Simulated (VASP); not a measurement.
# TiB2 (P6/mmm) in VASP: further runs

Runs on TiB2. Level: PBEsol. Tasks: single point.

Everything below comes from runs of VASP 6.6.1. Logs are shortened: lines on timing, memory, paths and dates and some standing lists are left out, and cuts for length are marked.

## 1. The cell of the first run

The structure is hexagonal, space group P6/mmm (No. 191). Conventional cell: a = 2.934 Å, b = 2.934 Å, c = 3.066 Å, α = 90.00°, β = 90.00°, γ = 120.00°. Ti (site symmetry 6/mmm) has 12 B at 2.28 Å and 6 Ti at 2.93 Å within 3.0 Å. Within 2.3 Å of B (site symmetry -6m2) lie 3 B at 1.69 Å and 6 Ti at 2.28 Å.

## 2. Single point, PBEsol

The input, INCAR:

```
PREC = Accurate
ENCUT = 520
EDIFF = 1E-6
ISMEAR = -1
SIGMA = 0.05
LREAL = F
LASPH = T
NELM = 80
ALGO = Normal
ISIF = 2
LWAVE = F
LCHARG = F
GGA = PS
NBANDS = 16
```

The input, KPOINTS:

```
regular mesh
0
Gamma
  10 10 8
```

The input, POSCAR:

```
TiB2
1.0
    2.9336230053      0.0000000000      0.0000000000
   -1.4668115026      2.5405920477      0.0000000000
    0.0000000000      0.0000000000      3.0662465762
Ti B
1 2
Direct
    0.0000000000      0.0000000000      0.0000000000
    0.6666666667      0.3333333333      0.5000000000
    0.3333333333      0.6666666667      0.5000000000
```

Potentials or basis: VASP PAW PBE potentials, release 64 (Ti_sv, B).

Command:

```
$ cat potpaw_PBE.64/Ti_sv/POTCAR potpaw_PBE.64/B/POTCAR > POTCAR
$ mpirun -np 1 vasp_std > vasp.out
```

OUTCAR:

```text
PREC = Accurate
   ENCUT = 520
   EDIFF = 1E-6
   ISMEAR = -1
   LREAL = F
   LASPH = T
   NELM = 80
   ISIF = 2
   GGA = PS

 ion  position               nearest neighbor table
   1  0.000  0.000  0.000-   2 2.28   3 2.28   2 2.28   3 2.28   3 2.28   3 2.28   2 2.28   2 2.28
                             2 2.28   2 2.28   3 2.28   3 2.28
   2  0.667  0.333  0.500-   3 1.69   3 1.69   3 1.69   1 2.28   1 2.28   1 2.28   1 2.28   1 2.28
                             1 2.28
   3  0.333  0.667  0.500-   2 1.69   2 1.69   2 1.69   1 2.28   1 2.28   1 2.28   1 2.28   1 2.28
                             1 2.28

  LATTYP: Found a hexagonal cell.
 ALAT       =     2.9336230053
 C/A-ratio  =     1.0452081166

  Lattice vectors:

 A1 = (   2.9336230053,   0.0000000000,   0.0000000000)
 A2 = (  -1.4668115026,   2.5405920477,   0.0000000000)
 A3 = (   0.0000000000,   0.0000000000,   3.0662465762)

Analysis of symmetry for initial positions (statically):
=====================================================================
 Subroutine PRICEL returns:
 Original cell was already a primitive cell.

 Routine SETGRP: Setting up the symmetry group for a
 hexagonal supercell.

 Subroutine GETGRP returns: Found 24 space group operations
 (whereof 24 operations were pure point group operations)
 out of a pool of 24 trial point group operations.

The static configuration has the point symmetry D_6h.

Analysis of symmetry for dynamics (positions and initial velocities):
=====================================================================
 Subroutine PRICEL returns:
 Original cell was already a primitive cell.

 Routine SETGRP: Setting up the symmetry group for a
 hexagonal supercell.

 Subroutine GETGRP returns: Found 24 space group operations
 (whereof 24 operations were pure point group operations)
 out of a pool of 24 trial point group operations.

The dynamic configuration has the point symmetry D_6h.

 Subroutine INISYM returns: Found 24 space group operations
 (whereof 24 operations are pure point group operations),
 and found     1 'primitive' translations

----------------------------------------------------------------------------------------

                                     Primitive cell

  volume of cell :      22.8532

  direct lattice vectors                    reciprocal lattice vectors
     2.933623005  0.000000000  0.000000000     0.340875429  0.196804521  0.000000000
    -1.466811503  2.540592048  0.000000000     0.000000000  0.393609041  0.000000000
     0.000000000  0.000000000  3.066246576     0.000000000  0.000000000  0.326131632

  length of vectors
     2.933623005  2.933623005  3.066246576     0.393609041  0.393609041  0.326131632

  position of ions in fractional coordinates (direct lattice)
     0.000000000  0.000000000  0.000000000
     0.666666667  0.333333333  0.500000000
     0.333333333  0.666666667  0.500000000

  ion indices of the primitive-cell ions
   primitive index   ion index
                 1           1
                 2           2
                 3           3

----------------------------------------------------------------------------------------

 KPOINTS: regular mesh

Automatic generation of k-mesh.
 Grid dimensions read from file:
 generate k-points for:   10   10    8

 Generating k-lattice:

  Cartesian coordinates                     Fractional coordinates (reciprocal lattice)
     0.034087543  0.019680452  0.000000000     0.100000000  0.000000000  0.000000000
     0.000000000  0.039360904  0.000000000     0.000000000  0.100000000  0.000000000
     0.000000000  0.000000000  0.040766454     0.000000000  0.000000000  0.125000000

  Length of vectors
     0.039360904  0.039360904  0.040766454

  Shift w.r.t. Gamma in fractional coordinates (k-lattice)
     0.000000000  0.000000000  0.000000000

 Subroutine IBZKPT returns following result:
 ===========================================

 Found     70 irreducible k-points:

 Following reciprocal coordinates:
            Coordinates               Weight
  0.000000  0.000000  0.000000      1.000000
  0.100000  0.000000  0.000000      6.000000
  0.200000  0.000000  0.000000      6.000000
  0.300000  0.000000  0.000000      6.000000
  0.400000  0.000000  0.000000      6.000000
  0.500000  0.000000  0.000000      3.000000
[... 16 lines left out ...]
  0.300000  0.100000  0.125000     24.000000
  0.400000  0.100000  0.125000     24.000000
 [... further k-points ...]
   k-points           NKPTS =     70   k-points in BZ     NKDIM =     70   number of bands    NBANDS=     16
   number of dos      NEDOS =    301   number of ions     NIONS =      3
   total plane-waves  NPLWV =  13824
   dimension x,y,z NGX =    24 NGY =   24 NGZ =   24
   dimension x,y,z NGXF=    48 NGYF=   48 NGZF=   48
   ions per type =               1   2
   NGX,Y,Z   is equivalent  to a cutoff of  13.60, 13.60, 13.01 a.u.
   NGXF,Y,Z  is equivalent  to a cutoff of  27.20, 27.20, 26.02 a.u.
 SYSTEM =  unknown system
   PREC   = accura    normal or accurate (medium, high low for compatibility)
   ISTART =      0    job   : 0-new  1-cont  2-samecut
   ICHARG =      2    charge: 1-file 2-atom 10-const
   ISPIN  =      1    spin polarized calculation?
   LNONCOLLINEAR =      F non collinear calculations
   LSORBIT =      F    spin-orbit coupling
   LASPH  =      T    aspherical Exc in radial PAW
   ENCUT  =  520.0 eV  38.22 Ry    6.18 a.u.   5.45  5.45  5.70*2*pi/ulx,y,z
   NELM   =     80;   NELMIN=  2; NELMDL= -5     # of ELM steps
   EDIFF  = 0.1E-05   stopping-criterion for ELM
   LREAL  =      F    real-space projection
   EDIFFG = 0.1E-04   stopping-criterion for IOM
   NSW    =      0    number of steps for IOM
   IBRION =     -1    ionic relax: 0-MD 1-quasi-New 2-CG
   NFREE  =      0    steps in history (QN), initial steepest desc. (CG)
   ISIF   =      2    stress and relaxation
   ISYM   =      2    0-nonsym 1-usesym 2-fastsym
   POTIM  = 0.5000    time-step for ionic-motion
   TEBEG  =    0.0;   TEEND  =   0.0 temperature during run
   PSTRESS=    0.0 pullay stress
   NELECT =      18.0000    total number of electrons
   NUPDOWN=      -1.0000    fix difference up-down
   EMIN   =  10.00;   EMAX   =-10.00  energy-range for DOS
   EFERMI =   0.00;   METHOD = LEGACY
   ISMEAR =    -1;   SIGMA  =   0.05  broadening in eV -4-tet -1-fermi 0-gaus
   EFERMI_NEDOS =   21; number of points for ismear=-14 and -15
   IALGO  =     38    algorithm
   IMIX   =      4    mixing-type and parameters
     AMIX     =   0.40;   BMIX     =  1.00
     AMIX_MAG =   1.60;   BMIX_MAG =  1.00
  volume/ion in A,a.u.               =       7.62        51.41
  Fermi-wavevector in a.u.,A,eV,Ry     =   1.511879  2.857036 31.099879  2.285777
  Thomas-Fermi vector in A             =   2.621877
   LORBIT       =      0    0 simple, 1 ext, 2 COOP (PROOUT), +10 PAW based schemes
   GGA     = PS    functional components
   LHFCALC =     F    Hartree Fock is set to
   AEXX    =    0.0000 exact exchange contribution
   IVDW    =     0    specifies the selected vdW correction
   LEPSILON=     F    determine dielectric tensor
   LRPA    =     F    only Hartree local field effects (RPA)
 non-spin polarized calculation
  energy-cutoff  :      520.00
  volume of cell :       22.85
 maximum number of plane-waves:       638
 NGX is ok and might be reduce to    24
   NGX = 11   NGY = 11   NGZ = 11

 number of electron      18.0000000 magnetization

 Free energy of the ion-electron system (eV)
  ---------------------------------------------------
  ext. energy  EPLUGINS =         0.00000000
  ---------------------------------------------------
  free energy    TOTEN  =       -25.58225930 eV

  energy without entropy =      -25.57506951  energy(sigma->0) =      -25.57866441

 E-fermi :  11.1187     XC(G=0): -13.4434

 val. band max:       11.1047663015   @ k =   0.1000   0.1000   0.2500
 cond. band min:      11.1251951574   @ k =   0.0000   0.0000   0.3750
 fundamental gap:      0.0204288558
 Fermi energy:        11.1186896207

 k-point     1 :       0.0000    0.0000    0.0000
  band No.  band energies     occupation
      1     -45.1724      2.00000
      2     -21.6353      2.00000
      3     -21.2716      2.00000
      4     -21.2716      2.00000
      5      -2.8403      2.00000
      6       8.2243      2.00000
[... 8 lines left out ...]
     15      17.3703      0.00000
     16      18.8745      0.00000

 k-point     2 :       0.1000    0.0000    0.0000
  band No.  band energies     occupation
      1     -45.1642      2.00000
      2     -21.6254      2.00000
      3     -21.3306      2.00000
      4     -21.2847      2.00000
      5      -2.6309      2.00000
      6       7.6889      2.00000
[... 8 lines left out ...]
     15      18.6490      0.00000
     16      19.5102      0.00000

 k-point     3 :       0.2000    0.0000    0.0000
  band No.  band energies     occupation
      1     -45.1427      2.00000
      2     -21.5993      2.00000
      3     -21.4827      2.00000
      4     -21.3189      2.00000
      5      -2.0259      2.00000
      6       6.3890      2.00000
[... 8 lines left out ...]
     15      19.8501      0.00000
     16      20.9519      0.00000

 k-point     4 :       0.3000    0.0000    0.0000
  band No.  band energies     occupation
      1     -45.1160      2.00000
      2     -21.6664      2.00000
      3     -21.5669      2.00000
      4     -21.3609      2.00000
      5      -1.0833      2.00000
      6       4.7967      2.00000
[... 8 lines left out ...]
     15      19.7819      0.00000
     16      21.5795      0.00000
[... 324 lines left out ...]
 k-point    22 :       0.2000    0.1000    0.1250
  band No.  band energies     occupation
      1     -45.1210      2.00000
      2     -21.6295      2.00000
      3     -21.5806      2.00000
      4     -21.3561      2.00000
      5      -1.2571      2.00000
      6       5.6218      2.00000
[... 8 lines left out ...]
     15      20.3829      0.00000
     16      21.6115      0.00000

 k-point    23 :       0.3000    0.1000    0.1250
  band No.  band energies     occupation
      1     -45.0968      2.00000
      2     -21.7347      2.00000
      3     -21.5963      2.00000
      4     -21.4045      2.00000
      5      -0.2241      2.00000
      6       4.0459      2.00000
[... 8 lines left out ...]
     15      20.7894      0.00000
     16      22.1738      0.00000

 k-point    24 :       0.4000    0.1000    0.1250
  band No.  band energies     occupation
      1     -45.0818      2.00000
      2     -21.8268      2.00000
      3     -21.5772      2.00000
      4     -21.4342      2.00000
      5       1.0398      2.00000
      6       2.4864      2.00000
[... 8 lines left out ...]
     15      21.1616      0.00000
     16      21.8668      0.00000

 [... further k-points ...]
[... 5 lines left out ...]
  --------------------------------------------------------------------------------------
  -------------------------------------------------------------------------------------
  Total        4.3616062      4.3616062      4.3170318      0.0000000     -0.0000000     -0.0000000
  in kB      305.7811563    305.7811563    302.6561568      0.0000000     -0.0000000     -0.0000000
  external PRESSURE =     304.7394898 kB  Pullay stress =       0.0000000 kB

 VOLUME and BASIS-vectors are now :
 -----------------------------------------------------------------------------
  energy-cutoff  :      520.00
  volume of cell :       22.85
      direct lattice vectors                 reciprocal lattice vectors
     2.933623005  0.000000000  0.000000000     0.340875429  0.196804521  0.000000000
    -1.466811503  2.540592048  0.000000000     0.000000000  0.393609041  0.000000000
     0.000000000  0.000000000  3.066246576     0.000000000  0.000000000  0.326131632

 POSITION                                       TOTAL-FORCE (eV/Angst)
 -----------------------------------------------------------------------------------
      0.00000      0.00000      0.00000        -0.000000      0.000000      0.000000
      1.46681      0.84686      1.53312         0.000000     -0.000000      0.000000
     -0.00000      1.69373      1.53312        -0.000000      0.000000     -0.000000
 -----------------------------------------------------------------------------------
    total drift:                               -0.000000      0.000000      0.000000

  FREE ENERGIE OF THE ION-ELECTRON SYSTEM (eV)
  ---------------------------------------------------
  free  energy   TOTEN  =       -25.5822593019 eV

  energy  without entropy=      -25.5750695143  energy(sigma->0) =      -25.57866441
```

It took 11 s on 1 thread of Intel Xeon 6975P-C, shared host; peak memory 0.15 GiB.

Results:

```yaml
Free_energy: -25.5823 eV
Pressure: 30.5 GPa
Band_gap_on_the_k_mesh: zero (band 9 reaches 11.84 eV, above the bottom of band 10 at 10.87 eV)
```

Caveat: the PAW data sets were made with another functional, which shifts forces and pressure a little.

## 3. Single point, PBEsol

This run uses another cell than the first one, of 7.83 Å³/atom, 1.028 times its volume.

The input, INCAR:

```
ALGO     = Normal         # electronic algorithm
EDIFF    = 1E-6           # SCF threshold, eV
ENCUT    = 520            # plane-wave cutoff, eV
GGA      = PS             # functional
ISIF     = 2              # what is computed and relaxed
ISMEAR   = -1             # smearing method
LASPH    = True           # aspherical terms in the spheres
LCHARG   = False          # write CHGCAR
LREAL    = False          # projectors in reciprocal space
LWAVE    = False          # write WAVECAR
NBANDS   = 16             # bands
NELM     = 80             # most SCF steps
PREC     = Accurate       # precision mode
SIGMA    = 0.05           # smearing width, eV
```

The input, KPOINTS:

```
k-points
0
Gamma
  10 10 8
```

The input, POSCAR:

```
TiB2
1.0
    2.9579599383      0.0000000000      0.0000000000
   -1.4789799692      2.5616684500      0.0000000000
    0.0000000000      0.0000000000      3.1017176670
Ti B
1 2
Direct
    0.0000000000      0.0000000000      0.0000000000
    0.6666666667      0.3333333333      0.5000000000
    0.3333333333      0.6666666667      0.5000000000
```

Potentials or basis: VASP PAW PBE potentials, release 64 (Ti_sv, B).

Command:

```
$ cat potpaw_PBE.64/Ti_sv/POTCAR potpaw_PBE.64/B/POTCAR > POTCAR
$ mpirun -np 1 vasp_std > vasp.out
```

Wall time 10 s (1 thread of Intel Xeon 6975P-C, shared host); peak memory 0.15 GiB.

Results (log left out):

```
Free energy            : -25.6853 eV
Pressure               : 20.5 GPa
Band gap on the k mesh : zero (band 9 reaches 11.47 eV, above the bottom of band 10 at 10.58 eV)
```

Stress tensor (GPa, compression positive):
```
20.57  0.00  0.00
 0.00 20.57  0.00
 0.00  0.00 20.34
```

Levels at points of the mesh, in eV from the Fermi level:
```csv
k point,band 6,band 7,band 8,band 9,band 10,band 11,band 12,band 13
"(0.00, 0.00, 0.00)",-2.81,-2.81,-2.24,-2.03,2.26,2.26,4.31,4.31
"(0.50, 0.00, 0.00)",-9.24,-3.32,-3.28,-2.45,1.64,3.15,3.73,3.83
"(0.00, 0.00, 0.50)",-7.87,-0.49,-0.49,-0.22,-0.22,0.56,0.56,2.17
"(0.50, 0.00, 0.50)",-7.55,-4.94,-4.07,-3.07,3.04,3.38,5.35,5.37
```

Caveat: the PAW data sets were made with another functional, which shifts forces and pressure a little.

[end of part 1 of 2]
